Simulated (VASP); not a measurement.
# MoS2 (R-3m) in VASP: single point with LDA+U

Aim: the single point of MoS2 with LDA+U.

All numbers are computed with VASP 6.6.1; they aren't measurements. Logs are shortened: lines on timing, memory, paths and dates and some standing lists are left out, and cuts for length are marked.

**1. The cell of the first run**

It takes space group R-3m (No. 166, trigonal). The conventional cell has a = 3.171 Å, b = 3.171 Å, c = 18.345 Å, α = 90.00°, β = 90.00°, γ = 120.00°. Mo (site symmetry -3m) has 6 S at 2.39 Å and 6 Mo at 3.17 Å within 3.2 Å. Within 3.2 Å of S (site symmetry 3m) lie 3 Mo at 2.39 Å and 6 S at 3.17 Å.

**2. Single point, LDA+U, collinear spin, ferromagnetic start**

The input, INCAR:

```
SYSTEM = MoS2
  ALGO = Normal
  EDIFF = 1E-6
  ENCUT = 520
  GGA = CA
  ISIF = 2
  ISMEAR = 0
  ISPIN = 2
  LASPH = .True.
  LCHARG = .False.
  LDAU = .True.
  LDAUJ = 0 0
  LDAUL = 2 -1
  LDAUPRINT = 1
  LDAUTYPE = 2
  LDAUU = 2 0
  LMAXMIX = 4
  LORBIT = 11
  LREAL = .False.
  LWAVE = .False.
  MAGMOM = 2 0 0
  NBANDS = 24
  NELM = 150
  PREC = Accurate
  SIGMA = 0.05
```

The input, KPOINTS:

```
k-points
0
Gamma
  7 7 7
  0 0 0
```

The input, POSCAR:

```
MoS2
1.0
    1.5855002900      0.9153890200      6.1149982500
   -1.5855002900      0.9153890200      6.1149982500
    0.0000000000     -1.8307780400      6.1149982500
Mo S
1 2
Direct
    0.0000000000      0.0000000000      0.0000000000
    0.7500000000      0.7500000000      0.7500000000
    0.2500000000      0.2500000000      0.2500000000
```

Potentials or basis: VASP PAW LDA potentials, release 64 (Mo_sv, S).

Started as:

```sh
> cat potpaw_LDA.64/Mo_sv/POTCAR potpaw_LDA.64/S/POTCAR > POTCAR
> mpirun -np 1 vasp_std > vasp.out
```

OUTCAR:

```text
SYSTEM = MoS2
   EDIFF = 1E-6
   ENCUT = 520
   GGA = CA
   ISIF = 2
   ISMEAR = 0
   ISPIN = 2
   LASPH = .True.
   LORBIT = 11
   LREAL = .False.
   NELM = 150
   PREC = Accurate

 ion  position               nearest neighbor table
   1  0.000  0.000  0.000-   2 2.39   2 2.39   3 2.39   3 2.39   2 2.39   3 2.39
   2  0.750  0.750  0.750-   1 2.39   1 2.39   1 2.39
   3  0.250  0.250  0.250-   1 2.39   1 2.39   1 2.39

  LATTYP: Found a trigonal (rhomboedric) cell.
 ALAT       =     6.3831772516
 COS(alpha) =     0.8766074785

  Lattice vectors:

 A1 = (   1.5855002900,   0.9153890200,   6.1149982500)
 A2 = (  -1.5855002900,   0.9153890200,   6.1149982500)
 A3 = (   0.0000000000,  -1.8307780400,   6.1149982500)

Analysis of symmetry for initial positions (statically):
=====================================================================
 Subroutine PRICEL returns:
 Original cell was already a primitive cell.

 Routine SETGRP: Setting up the symmetry group for a
 trigonal (rhombohedral) supercell.

 Subroutine GETGRP returns: Found 12 space group operations
 (whereof 12 operations were pure point group operations)
 out of a pool of 12 trial point group operations.

The static configuration has the point symmetry D_3d.

Analysis of symmetry for dynamics (positions and initial velocities):
=====================================================================
 Subroutine PRICEL returns:
 Original cell was already a primitive cell.

 Routine SETGRP: Setting up the symmetry group for a
 trigonal (rhombohedral) supercell.

 Subroutine GETGRP returns: Found 12 space group operations
 (whereof 12 operations were pure point group operations)
 out of a pool of 12 trial point group operations.

The dynamic configuration has the point symmetry D_3d.

Analysis of structural, dynamic, and magnetic symmetry:
=====================================================================
 Subroutine PRICEL returns:
 Original cell was already a primitive cell.

 Routine SETGRP: Setting up the symmetry group for a
 trigonal (rhombohedral) supercell.

 Subroutine GETGRP returns: Found 12 space group operations
 (whereof 12 operations were pure point group operations)
 out of a pool of 12 trial point group operations.

The overall configuration has the point symmetry D_3d.

 Subroutine INISYM returns: Found 12 space group operations
 (whereof 12 operations are pure point group operations),
 and found     1 'primitive' translations

----------------------------------------------------------------------------------------

                                     Primitive cell

  volume of cell :      53.2500

  direct lattice vectors                    reciprocal lattice vectors
     1.585500290  0.915389020  6.114998250     0.315357874  0.182071953  0.054510781
    -1.585500290  0.915389020  6.114998250    -0.315357874  0.182071953  0.054510781
     0.000000000 -1.830778040  6.114998250     0.000000000 -0.364143906  0.054510781

  length of vectors
     6.383177252  6.383177252  6.383177252     0.368201317  0.368201317  0.368201317

  position of ions in fractional coordinates (direct lattice)
     0.000000000  0.000000000  0.000000000
     0.750000000  0.750000000  0.750000000
     0.250000000  0.250000000  0.250000000

  ion indices of the primitive-cell ions
   primitive index   ion index
                 1           1
                 2           2
                 3           3

----------------------------------------------------------------------------------------

 KPOINTS: k-points

Automatic generation of k-mesh.
 Grid dimensions read from file:
 generate k-points for:    7    7    7

 Generating k-lattice:

  Cartesian coordinates                     Fractional coordinates (reciprocal lattice)
     0.045051125  0.026010279  0.007787254     0.142857143 -0.000000000  0.000000000
    -0.045051125  0.026010279  0.007787254    -0.000000000  0.142857143  0.000000000
     0.000000000 -0.052020558  0.007787254     0.000000000  0.000000000  0.142857143

  Length of vectors
     0.052600188  0.052600188  0.052600188

  Shift w.r.t. Gamma in fractional coordinates (k-lattice)
     0.000000000  0.000000000  0.000000000

 Subroutine IBZKPT returns following result:
 ===========================================

 Found     44 irreducible k-points:

 Following reciprocal coordinates:
            Coordinates               Weight
  0.000000  0.000000  0.000000      1.000000
  0.142857  0.000000  0.000000      6.000000
  0.285714  0.000000  0.000000      6.000000
  0.428571  0.000000 -0.000000      6.000000
  0.142857  0.142857  0.000000      6.000000
  0.285714  0.142857  0.000000     12.000000
[... 16 lines left out ...]
  0.285714  0.285714  0.142857      6.000000
  0.428571  0.285714  0.142857     12.000000
 [... further k-points ...]
   k-points           NKPTS =     44   k-points in BZ     NKDIM =     44   number of bands    NBANDS=     24
   number of dos      NEDOS =    301   number of ions     NIONS =      3
   total plane-waves  NPLWV = 110592
   dimension x,y,z NGX =    48 NGY =   48 NGZ =   48
   dimension x,y,z NGXF=    96 NGYF=   96 NGZF=   96
   ions per type =               1   2
   NGX,Y,Z   is equivalent  to a cutoff of  12.50, 12.50, 12.50 a.u.
   NGXF,Y,Z  is equivalent  to a cutoff of  25.00, 25.00, 25.00 a.u.
 SYSTEM =  MoS2
   PREC   = accura    normal or accurate (medium, high low for compatibility)
   ISTART =      0    job   : 0-new  1-cont  2-samecut
   ICHARG =      2    charge: 1-file 2-atom 10-const
   ISPIN  =      2    spin polarized calculation?
   LNONCOLLINEAR =      F non collinear calculations
   LSORBIT =      F    spin-orbit coupling
   LASPH  =      T    aspherical Exc in radial PAW
   ENCUT  =  520.0 eV  38.22 Ry    6.18 a.u.  11.87 11.87 11.87*2*pi/ulx,y,z
   NELM   =    150;   NELMIN=  2; NELMDL= -5     # of ELM steps
   EDIFF  = 0.1E-05   stopping-criterion for ELM
   LREAL  =      F    real-space projection
   EDIFFG = 0.1E-04   stopping-criterion for IOM
   NSW    =      0    number of steps for IOM
   IBRION =     -1    ionic relax: 0-MD 1-quasi-New 2-CG
   NFREE  =      0    steps in history (QN), initial steepest desc. (CG)
   ISIF   =      2    stress and relaxation
   ISYM   =      2    0-nonsym 1-usesym 2-fastsym
   POTIM  = 0.5000    time-step for ionic-motion
   TEBEG  =    0.0;   TEEND  =   0.0 temperature during run
   PSTRESS=    0.0 pullay stress
   NELECT =      26.0000    total number of electrons
   NUPDOWN=      -1.0000    fix difference up-down
   EMIN   =  10.00;   EMAX   =-10.00  energy-range for DOS
   EFERMI =   0.00;   METHOD = LEGACY
   ISMEAR =     0;   SIGMA  =   0.05  broadening in eV -4-tet -1-fermi 0-gaus
   EFERMI_NEDOS =   21; number of points for ismear=-14 and -15
   IALGO  =     38    algorithm
   IMIX   =      4    mixing-type and parameters
     AMIX     =   0.40;   BMIX     =  1.00
     AMIX_MAG =   1.60;   BMIX_MAG =  1.00
  volume/ion in A,a.u.               =      17.75       119.78
  Fermi-wavevector in a.u.,A,eV,Ry     =   1.289118  2.436080 22.610512  1.661826
  Thomas-Fermi vector in A             =   2.421031
   LORBIT       =     11    0 simple, 1 ext, 2 COOP (PROOUT), +10 PAW based schemes
 LDA+U is selected, type is set to LDAUTYPE =  2
   angular momentum for each species LDAUL =     2   -1
   U (eV)           for each species LDAUU =   2.0  0.0
   J (eV)           for each species LDAUJ =   0.0  0.0
   GGA     = CA    functional components
   LHFCALC =     F    Hartree Fock is set to
   AEXX    =    0.0000 exact exchange contribution
   IVDW    =     0    specifies the selected vdW correction
   LEPSILON=     F    determine dielectric tensor
   LRPA    =     F    only Hartree local field effects (RPA)
 spin polarized calculation
 Gauss-broadening in eV      SIGMA  =   0.05
  energy-cutoff  :      520.00
  volume of cell :       53.25
 maximum number of plane-waves:      1447
   NGX = 23   NGY = 23   NGZ = 23

 number of electron      25.9999998 magnetization      -0.0016676

atom =   1  type =  1  l = 2

 onsite density matrix

spin component  1

  0.3705  0.0000 -0.0000 -0.0098 -0.0000
  0.0000  0.4319 -0.0000 -0.0000 -0.0098
 -0.0000 -0.0000  0.3910 -0.0000  0.0000
 -0.0098 -0.0000 -0.0000  0.4319 -0.0000
 -0.0000 -0.0098  0.0000 -0.0000  0.3705

spin component  2

  0.3704  0.0000 -0.0000 -0.0098 -0.0000
  0.0000  0.4319 -0.0000 -0.0000 -0.0098
 -0.0000 -0.0000  0.3910 -0.0000  0.0000
 -0.0098 -0.0000 -0.0000  0.4319 -0.0000
 -0.0000 -0.0098  0.0000 -0.0000  0.3704

 occupancies and eigenvectors

  o =  0.3689  v =  0.0000  0.0000  0.0000  0.0000  0.0000  0.9881  0.0000 -0.0000  0.1541  0.0000      0.0000  0.0000  0.0000  0.0000  0.0000  0.0000  0.0000  0.0000  0.0000  0.0000
  o =  0.3689  v =  0.0000  0.0000  0.0000  0.0000  0.0000  0.0000 -0.1541  0.0000  0.0000 -0.9881      0.0000  0.0000  0.0000  0.0000  0.0000  0.0000  0.0000  0.0000  0.0000  0.0000
  o =  0.3689  v =  0.9880  0.0000 -0.0000  0.1544  0.0000  0.0000  0.0000  0.0000  0.0000  0.0000      0.0000  0.0000  0.0000  0.0000  0.0000  0.0000  0.0000  0.0000  0.0000  0.0000
  o =  0.3689  v =  0.0000 -0.1544  0.0000  0.0000 -0.9880  0.0000  0.0000  0.0000  0.0000  0.0000      0.0000  0.0000  0.0000  0.0000  0.0000  0.0000  0.0000  0.0000  0.0000  0.0000
  o =  0.3910  v =  0.0000  0.0000  0.0000  0.0000  0.0000  0.0000 -0.0000 -1.0000 -0.0000 -0.0000      0.0000  0.0000  0.0000  0.0000  0.0000  0.0000  0.0000  0.0000  0.0000  0.0000
  o =  0.3910  v =  0.0000 -0.0000 -1.0000 -0.0000 -0.0000  0.0000  0.0000  0.0000  0.0000  0.0000      0.0000  0.0000  0.0000  0.0000  0.0000  0.0000  0.0000  0.0000  0.0000  0.0000
  o =  0.4334  v =  0.0000  0.0000  0.0000  0.0000  0.0000 -0.1541 -0.0000 -0.0000  0.9881  0.0000      0.0000  0.0000  0.0000  0.0000  0.0000  0.0000  0.0000  0.0000  0.0000  0.0000
  o =  0.4334  v =  0.0000  0.0000  0.0000  0.0000  0.0000  0.0000 -0.9881  0.0000 -0.0000  0.1541      0.0000  0.0000  0.0000  0.0000  0.0000  0.0000  0.0000  0.0000  0.0000  0.0000
  o =  0.4335  v = -0.1544 -0.0000 -0.0000  0.9880  0.0000  0.0000  0.0000  0.0000  0.0000  0.0000      0.0000  0.0000  0.0000  0.0000  0.0000  0.0000  0.0000  0.0000  0.0000  0.0000
  o =  0.4335  v =  0.0000 -0.9880  0.0000 -0.0000  0.1544  0.0000  0.0000  0.0000  0.0000  0.0000      0.0000  0.0000  0.0000  0.0000  0.0000  0.0000  0.0000  0.0000  0.0000  0.0000

 number of electron      25.9999998 magnetization       0.0001506

 Free energy of the ion-electron system (eV)
  ---------------------------------------------------
  ext. energy  EPLUGINS =         0.00000000
  ---------------------------------------------------
  free energy    TOTEN  =       -21.21703475 eV

  energy without entropy =      -21.21454344  energy(sigma->0) =      -21.21578910

 E-fermi :   7.7818     XC(G=0): -11.1278

 val. band max:        7.7667037500   @ k =   0.1429   0.0000   0.0000
 cond. band min:       7.8131522868   @ k =   0.1429   0.1429   0.0000
 fundamental gap:      0.0464485368
 Fermi energy:         7.7818070569

 spin component 1

 k-point     1 :       0.0000    0.0000    0.0000
  band No.  band energies     occupation
      1     -53.9619      1.00000
      2     -28.2255      1.00000
      3     -28.1389      1.00000
      4     -28.1389      1.00000
      5      -7.4675      1.00000
      6      -5.7924      1.00000
[... 16 lines left out ...]
     23      19.8583      0.00000
     24      20.3820      0.00000
[... 598 lines left out ...]
      2     -28.3284      1.00000
      3     -28.1974      1.00000
      4     -28.1841      1.00000
      5      -6.4236      1.00000
      6      -5.7819      1.00000
[... 16 lines left out ...]
     23      18.4271      0.00000
     24      19.7207      0.00000

 [... further k-points ...]

 spin component 2

 k-point     1 :       0.0000    0.0000    0.0000
  band No.  band energies     occupation
      1     -53.9619      1.00000
      2     -28.2256      1.00000
      3     -28.1389      1.00000
      4     -28.1389      1.00000
      5      -7.4674      1.00000
      6      -5.7923      1.00000
[... 16 lines left out ...]
     23      19.8583      0.00000
     24      20.3821      0.00000
[... 598 lines left out ...]
      2     -28.3284      1.00000
      3     -28.1974      1.00000
      4     -28.1841      1.00000
      5      -6.4235      1.00000
      6      -5.7819      1.00000
[... 16 lines left out ...]
     23      18.4271      0.00000
     24      19.7208      0.00000

 [... further k-points ...]
[... 5 lines left out ...]
  --------------------------------------------------------------------------------------
  -------------------------------------------------------------------------------------
  Total        0.0757339      0.0757339      1.4080998      0.0000000     -0.0000000      0.0000000
  in kB        2.2786703      2.2786703     42.3666784      0.0000000     -0.0000000      0.0000000
  external PRESSURE =      15.6413397 kB  Pullay stress =       0.0000000 kB

 VOLUME and BASIS-vectors are now :
 -----------------------------------------------------------------------------
  energy-cutoff  :      520.00
  volume of cell :       53.25
      direct lattice vectors                 reciprocal lattice vectors
     1.585500290  0.915389020  6.114998250     0.315357874  0.182071953  0.054510781
    -1.585500290  0.915389020  6.114998250    -0.315357874  0.182071953  0.054510781
     0.000000000 -1.830778040  6.114998250     0.000000000 -0.364143906  0.054510781

 POSITION                                       TOTAL-FORCE (eV/Angst)
 -----------------------------------------------------------------------------------
      0.00000      0.00000      0.00000        -0.000000      0.000000     -0.000000
      0.00000      0.00000     13.75875         0.000000      0.000000      0.703710
      0.00000      0.00000      4.58625         0.000000     -0.000000     -0.703710
 -----------------------------------------------------------------------------------
    total drift:                               -0.000000      0.000000      0.000000

  FREE ENERGIE OF THE ION-ELECTRON SYSTEM (eV)
  ---------------------------------------------------
  free  energy   TOTEN  =       -21.2170347534 eV

  energy  without entropy=      -21.2145434437  energy(sigma->0) =      -21.21578910

 total charge

# of ion       s       p       d       tot
------------------------------------------
    1        2.312   6.239   3.935  12.486
    2        1.365   2.337   0.000   3.701
    3        1.365   2.337   0.000   3.701
--------------------------------------------------
tot          5.041  10.912   3.935  19.889

 magnetization (x)

# of ion       s       p       d       tot
------------------------------------------
    1        0.000   0.000   0.000   0.000
    2        0.000   0.000   0.000   0.000
    3        0.000   0.000   0.000   0.000
--------------------------------------------------
tot          0.000   0.000   0.000   0.000
```

Run time: 5.4 min. Hardware: 1 thread of Intel Xeon Platinum 8259CL at 2.50GHz (Skylake/Cascade Lake), shared host; peak memory 0.3 GiB.

What came out:

* Free energy: -21.2170 eV
* Pressure: 1.6 GPa
* Largest force: 0.704 eV/Å
* Band gap on the k mesh: zero (filled and empty bands overlap)
* Net moment: 0.00 μB per cell
* Valence electrons inside the program's atomic spheres: Mo 12.49; S 3.70

Forces in eV/Å, atoms in the order of the input:
```
Mo   0.000  0.000  0.000
S    0.000  0.000  0.704
S    0.000  0.000 -0.704
```

Eigenvalues of the final occupation matrices:
```
    site  spin  trace               eigenvalues
site 1 d     1   2.00  0.37 0.37 0.39 0.43 0.43
site 1 d     2   2.00  0.37 0.37 0.39 0.43 0.43
```

The state reached can hang on the start; a lower one may exist.
